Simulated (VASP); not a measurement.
The system is O.

```
CELL_PARAMETERS angstrom
2.85140 -1.66242 0.00000
2.85140 1.66242 0.00000
-2.39449 0.00000 3.64705
ATOMIC_POSITIONS crystal
O 0.97455 0.97455 0.84443
O 0.02545 0.02545 0.15557
```

Base run:

- Program: VASP 6.6.1
- Functional: PBE
- Potentials or basis: VASP PAW PBE potentials, release 64 (O)
- Cutoff: 520 eV
- k mesh: 10 × 10 × 7
- Occupations: fermi-dirac, width 0.05 eV
- Spin: no spin polarisation

Its results: band gap on the k mesh zero (band 6 reaches -1.71 eV, above the bottom of band 7 at -1.98 eV); pressure -0.2 GPa; largest force 0.854 eV/Å.

Problem. The run is repeated on the same cell with these changes: functional from PBE to PBEsol; occupations from fermi-dirac, width 0.05 eV to gaussian, width 0.02 eV. What comes out?

Solution. Band gap on the k mesh zero (band 6 reaches -1.71 eV, above the bottom of band 7 at -1.99 eV); pressure -1.9 GPa; largest force 0.441 eV/Å.

Caveats: the standard files for N, O and F lose accuracy on very short bonds; spin is off for a triplet molecule; the PAW data sets were made with another functional, which shifts forces and pressure a little (some runs).
